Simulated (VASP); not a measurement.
Runs of VASP 6.6.1 on CuI. The structure is that of space group Cmcm (No. 63), or close to it. The cells are those of the table. 

```csv
cell,gap on the mesh (eV),pressure (GPa),largest force (eV/Å)
"a = 5.264, b = 5.264, c = 4.329 Å, angles 90.0, 90.0, 89.7°, 4 atoms",1.41,-0.2,0.05
"a = 5.264, b = 5.264, c = 4.264 Å, angles 90.0, 90.0, 89.7°, 4 atoms",1.40,0.7,0.08
"a = 5.264, b = 5.264, c = 4.307 Å, angles 90.0, 90.0, 89.7°, 4 atoms",1.41,(b),0.06
"a = 5.264, b = 5.264, c = 4.350 Å, angles 90.0, 90.0, 89.7°, 4 atoms",1.42,-0.5,0.08
"a = 5.264, b = 5.264, c = 4.285 Å, angles 90.0, 90.0, 89.7°, 4 atoms",1.40,(a),0.07
```

Alike in all rows: task single point; level r2SCAN; potentials or basis VASP PAW PBE potentials, release 64 (Cu, I); no spin polarisation; k mesh 4 × 4 × 6; cutoff (eV) 520; smearing gaussian 0.05 eV.

**Question.** Estimate the missing entries.

**Answer.** (a) 0.4; (b) 0.1.

Caveats: the PAW data sets were made with another functional, which shifts forces and pressure a little; spin-orbit coupling is left out, which moves the levels of the heavy elements.

A k mesh can miss the band edges, and the runs leave out spin-orbit coupling on I.
